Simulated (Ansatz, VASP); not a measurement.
**BeS: VASP beside Ansatz**

The input INCAR:

```
SYSTEM = BeS
  PREC = Accurate
  ENCUT = 520
  EDIFF = 1E-6
  ISMEAR = 0
  SIGMA = 0.05
  LREAL = .FALSE.
  LASPH = .TRUE.
  NELM = 80
  ALGO = Normal
  ISIF = 2
  LWAVE = .FALSE.
  LCHARG = .FALSE.
  GGA = PS
  NBANDS = 11
```

Contents of KPOINTS:

```
regular mesh
0
G
  10 10 10
  0 0 0
```

Contents of POSCAR:

```
BeS
1.0
    0.0000000000      2.4757114575      2.4757114575
    2.4757114575      0.0000000000      2.4757114575
    2.4757114575      2.4757114575      0.0000000000
Be S
1 1
Direct
    0.0000000000      0.0000000000      0.0000000000
    0.7500000000      0.7500000000      0.7500000000
```

Input for Ansatz:

```yaml
crystal:
  lattice:
    - [0.0, 2.4757114575, 2.4757114575]
    - [2.4757114575, 0.0, 2.4757114575]
    - [2.4757114575, 2.4757114575, 0.0]
  atoms:
    - { symbol: Be, position: [0.0, 0.0, 0.0] }
    - { symbol: S, position: [0.75, 0.75, 0.75] }
basis:
  ecutwfc: 520.0
kpoints:
  mp_grid: { grid: [10, 10, 10] }
hamiltonian:
  xc: pbesol
scf:
  occupations: { method: gaussian, width: 0.05 }
output:
  forces: true
  stress: true
  eigenvalues: true
```

Alike in both runs: task single point; functional PBEsol; k mesh 10 × 10 × 10; occupations gaussian, width 0.05 eV; no spin polarisation.

|  | VASP | Ansatz |
| --- | --- | --- |
| version | VASP 6.6.1 | Ansatz 0.2.0 |
| potentials or method | VASP PAW PBE potentials, release 64 (Be, S), cutoff 520 eV | scalar-relativistic, plane waves, PAW |
| valence electrons in the cell | 8 | 8 |

|  | VASP | Ansatz | Ansatz less VASP |
| --- | --- | --- | --- |
| gap on the k mesh at the Fermi level (eV) | 3.06 | 3.06 | -0.003 |
| least direct gap on the mesh (eV) | 5.20 | 5.20 | -0.001 |
| pressure (GPa) | -5.8 | -5.9 | -0.14 |

VASP's potentials were made for PBE, not for PBEsol.
